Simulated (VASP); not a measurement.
Wanted: the native input for a VASP 6.6.1 run.

- Task: single point
- Functional: LDA
- Potentials or basis: VASP PAW LDA potentials, release 64 (Si, Ni)
- Cutoff: 520 eV
- k mesh: 14 × 14 × 14
- Occupations: gaussian, width 0.15 eV
- Spin: collinear spin, ferromagnetic start
- Starting moments: [0.0, 0.0, 0.25] μB
- Fixed moment: 0.25 μB
- Dipole correction: no
- Further INCAR settings: ALGO = Normal; EDIFF = 1e-06; NBANDS = 20

The structure of Si2Ni lies in POSCAR:

```
Si2Ni
1.0
    0.0000000000      2.7279671969      2.7279671969
    2.7279671969      0.0000000000      2.7279671969
    2.7279671969      2.7279671969      0.0000000000
Si Ni
2 1
Direct
    0.2500000000      0.2500000000      0.2500000000
    0.7500000000      0.7500000000      0.7500000000
    0.0000000000      0.0000000000      0.0000000000
```

The input as run:

INCAR

```
SYSTEM = Si2Ni
PREC = Accurate ; ENCUT = 520
EDIFF = 1E-6 ; ISMEAR = 0
SIGMA = 0.15 ; LREAL = .False.
LASPH = .True. ; NELM = 150
ALGO = Normal ; ISIF = 2
LWAVE = .False. ; LCHARG = .True.
ISPIN = 2 ; MAGMOM = 0 0 0.25
LORBIT = 11 ; NUPDOWN = 0.25
LMAXMIX = 4 ; LELF = .True.
LVHAR = .True. ; NBANDS = 20
```

KPOINTS

```
Automatic mesh
0
Gamma
  14 14 14
  0 0 0
```

Potentials or basis: VASP PAW LDA potentials, release 64 (Si, Ni).

Run with:

```bash
$ cat potpaw_LDA.64/Si/POTCAR potpaw_LDA.64/Ni/POTCAR > POTCAR
$ mpirun -np 1 vasp_std > vasp.out
```

Results of the run:

The pressure is -8.3 GPa, the net moment is 0.25 μB per cell and the site moments are Si +0.03; Ni +0.13 μB. The valence electrons inside the program's atomic spheres are Si 1.58; Ni 9.77.

Caveat: the total moment is fixed, so each spin has its own Fermi level.

It took 2.1 min on 1 thread of Intel(R) Xeon(R) 6975P-C (Granite Rapids), with other jobs on the host, peak memory 0.25 GiB.
